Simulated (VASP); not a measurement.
Input of a VASP 6.6.1 run:

The input POSCAR:

```
Al
1.0
    2.7052913888      0.0000000000      0.0000000000
   -1.3526456944      2.3428510673      0.0000000000
    0.0000000000      0.0000000000      8.8685163478
Al
4
Direct
    1.0000000000      0.0000000000      0.0000000000
    1.0000000000      0.0000000000      0.5000000000
    0.3333333333      0.6666666667      0.2500000000
    0.6666666667      0.3333333333      0.7500000000
```

INCAR.step1

```
PREC = Accurate
ENCUT = 520
ISMEAR = -1
SIGMA = 0.1
LREAL = False
LASPH = True
NELM = 100
NBANDS = 14
GGA = PE
ALGO = Normal
EDIFF = 1E-4
LWAVE = True
LCHARG = False
```

INCAR.step2

```
PREC = Accurate
ENCUT = 520
EDIFF = 1E-6
ISMEAR = -1
SIGMA = 0.1
LREAL = False
LASPH = True
NELM = 100
ALGO = Normal
ISIF = 2
LWAVE = False
LCHARG = False
METAGGA = R2SCAN
LMIXTAU = True
NBANDS = 14
ISTART = 1
```

Contents of KPOINTS:

```
regular mesh
0
Gamma
  14 14 4
```

Potentials or basis: VASP PAW PBE potentials, release 64 (Al).

Command:

```sh
$ cat potpaw_PBE.64/Al/POTCAR > POTCAR
$ cp INCAR.step1 INCAR
$ mpirun -np 1 vasp_std > vasp.out
$ cp INCAR.step2 INCAR
$ mpirun -np 1 vasp_std > vasp.out
```

**Question.** What does it give for the pressure?

**Answer.** 14.9 GPa.

**Question.** What does it give for the band gap on the k mesh?

**Answer.** Zero (bands 6 and 7 overlap by 6.26 eV).

Stress tensor (GPa, compression positive):
```
14.63  0.00  0.00
 0.00 14.63  0.00
 0.00  0.00 15.49
```

Caveat: the cell stands under pressure; the PAW data sets were made with another functional, which shifts forces and pressure a little.
